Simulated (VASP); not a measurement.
Here is a VASP 6.6.1 calculation.

File INCAR:

```
ALGO = Normal ; EDIFF = 1E-7
ENCUT = 520 ; GGA = CA
ISIF = 2 ; ISMEAR = 0
LASPH = True ; LCHARG = False
LREAL = False ; LWAVE = False
NBANDS = 17 ; NELM = 100
PREC = Accurate ; SIGMA = 0.15
```

The input KPOINTS:

```
k-points
0
Gamma
  15 15 8
```

POSCAR

```
Sr
1.0
    4.5039502306      0.0000000000      0.0000000000
   -2.2519751153      3.9005353171      0.0000000000
    0.0000000000      0.0000000000      7.0500000000
Sr
2
Direct
    0.3333333333      0.6666666667      0.2500000000
    0.6666666667      0.3333333333      0.7500000000
```

Potentials or basis: VASP PAW LDA potentials, release 64 (Sr_sv).

Launch:

```sh
$ cat potpaw_LDA.64/Sr_sv/POTCAR > POTCAR
$ mpirun -np 1 vasp_std > vasp.out
```

Q: Estimate the pressure.

A: -2.1 GPa.

Q: Predict the band gap on the k mesh.

A: Zero (band 10 reaches 1.24 eV, above the bottom of band 11 at 0.92 eV).

Stress tensor (GPa, compression positive):
```
-2.32  0.00  0.00
 0.00 -2.32  0.00
 0.00  0.00 -1.75
```

Caveat: the cell differs from its parent crystal (strain +0.0450 x Voigt [1, 1, 0, 0, 0, 0]).
